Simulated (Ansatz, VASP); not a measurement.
BaTiO3 in VASP and in Ansatz

```
Ba Ti O
1.0
    -3.99397    0.00000    0.00000
     0.00000   -3.99397    0.00000
     0.00000    0.00000   14.98231
Ba Ti O
3 3 9
Direct
  0.00000 0.00000 0.73310
  0.00000 0.00000 0.19993
  0.00000 0.00000 0.46652
  0.50000 0.50000 0.06663
  0.50000 0.50000 0.33322
  0.50000 0.50000 0.59981
  0.50000 0.50000 0.19993
  0.50000 0.50000 0.46652
  0.50000 0.50000 0.73310
  0.50000 0.00000 0.06663
  0.50000 0.00000 0.33322
  0.50000 0.00000 0.59981
  0.00000 0.50000 0.06663
  0.00000 0.50000 0.33322
  0.00000 0.50000 0.59981
```

Alike in both runs: task single point; functional r2SCAN; k mesh 7 × 7 × 3; occupations gaussian, width 0.05 eV; no spin polarisation.

|  | VASP | Ansatz |
| --- | --- | --- |
| version | VASP 6.6.1 | Ansatz 0.2.0 |
| potentials or method | VASP PAW PBE potentials, release 64 (Ba_sv, Ti_sv, O), cutoff 520 eV | scalar-relativistic, plane waves, PAW |
| valence electrons in the cell | 120 | 120 |

|  | VASP | Ansatz | Ansatz less VASP |
| --- | --- | --- | --- |
| gap on the k mesh at the Fermi level (eV) | 1.75 | 1.75 | +0.004 |
| least direct gap on the mesh (eV) | 2.02 | 2.03 | +0.012 |
| pressure (GPa) | -2.6 | -4.1 | -1.48 |
| traceless stress, the component that is largest in VASP (GPa) | 0.57 | 0.68 | +0.114 |
| rms of the force components (eV/Å) | 0.614 | 0.626 | +0.0118 |

VASP's potentials were made for PBE, not for r2SCAN. Atom by atom the forces differ by 0.035 eV/Å (rms over components).

Spin-orbit coupling is off throughout.
